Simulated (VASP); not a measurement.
Input of a VASP 6.6.1 run:

Contents of INCAR:

```
SYSTEM = EuSb
PREC = Accurate
ENCUT = 520
EDIFF = 1E-7
ISMEAR = 0
SIGMA = 0.05
LREAL = .False.
LASPH = .True.
NELM = 150
ALGO = Normal
ISIF = 2
LWAVE = .False.
LCHARG = .False.
ISPIN = 2
MAGMOM = 7.58 7.58 -0.15 -0.15
LORBIT = 11
LMAXMIX = 6
LDAU = .True.
LDAUTYPE = 2
LDAUL = 3 -1
LDAUU = 6 0
LDAUJ = 0 0
LDAUPRINT = 1
GGA = PE
NBANDS = 34
```

Contents of KPOINTS:

```
regular mesh
0
Gamma
  8 8 4
  0 0 0
```

POSCAR

```
EuSb
1.0
    4.9332352306      0.0000000000      0.0000000000
   -2.4666176153      4.2723070325      0.0000000000
    0.0000000000      0.0000000000      6.5059659202
Eu Sb
2 2
Direct
    0.3333333333      0.6666666667      0.2500000000
    0.6666666667      0.3333333333      0.7500000000
    0.0000000000      0.0000000000      0.0000000000
    0.0000000000      0.0000000000      0.5000000000
```

Potentials or basis: VASP PAW PBE potentials, release 64 (Eu, Sb).

Run with:

```console
$ cat potpaw_PBE.64/Eu/POTCAR potpaw_PBE.64/Sb/POTCAR > POTCAR
$ mpirun -np 1 vasp_std > vasp.out
```

Question: Estimate the net moment.

Answer: 13.62 μB per cell.

Question: What does it give for the pressure?

Answer: 2.3 GPa.

Eigenvalues of the final occupation matrices:
```tsv
site	spin	trace	eigenvalues
site 1 f	1	6.79	0.96 0.96 0.97 0.97 0.97 0.97 0.98
site 1 f	2	0.01	0.00 0.00 0.00 0.00 0.00 0.00 0.00
site 2 f	1	6.79	0.96 0.96 0.97 0.97 0.97 0.97 0.98
site 2 f	2	0.01	0.00 0.00 0.00 0.00 0.00 0.00 0.00
```

Caveat: spin-orbit coupling is left out, which moves the levels of the heavy elements.
